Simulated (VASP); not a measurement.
The system is K.

```
K
1.0
    -2.61250    2.61250    2.61250
     2.61250   -2.61250    2.61250
     2.61250    2.61250   -2.61250
K
1
Direct
  0.00000 0.00000 0.00000
```

```yaml
Program: VASP 6.6.1
Task: relaxation of volume and atoms at fixed shape
Functional: r2SCAN
Potentials_or_basis: VASP PAW PBE potentials, release 64 (K_sv)
Cutoff: 600 eV
k_mesh: 6 × 6 × 6
Occupations: fermi-dirac, width 0.05 eV
Spin: no spin polarisation
```

At the start: pressure 0.3 GPa; volume 71.32 Å³/atom.

How do energy, volume and symmetry change on relaxing?

Over 5 steps the energy falls by 5.0 meV/atom and the volume is 77.02 Å³/atom (+8.0 %); space group Im-3m (No. 229, to 0.1 Å) before and after.

The path:
```csv
step,energy change (eV),largest force (eV/Å),pressure (GPa),volume (Å³)
1,0.0000,0.0000,0.30,71.32
2,-0.0023,0.0000,0.21,72.72
3,-0.0042,0.0000,0.12,74.60
4,-0.0047,0.0000,-0.07,78.45
5,-0.0050,0.0000,0.00,77.02
```

Final structure:
```
K
1.0
    -2.68028    2.68028    2.68028
     2.68028   -2.68028    2.68028
     2.68028    2.68028   -2.68028
K
1
Cartesian
  0.0000 0.0000 0.0000
```

Caveat: the PAW data sets were made with another functional, which shifts forces and pressure a little.
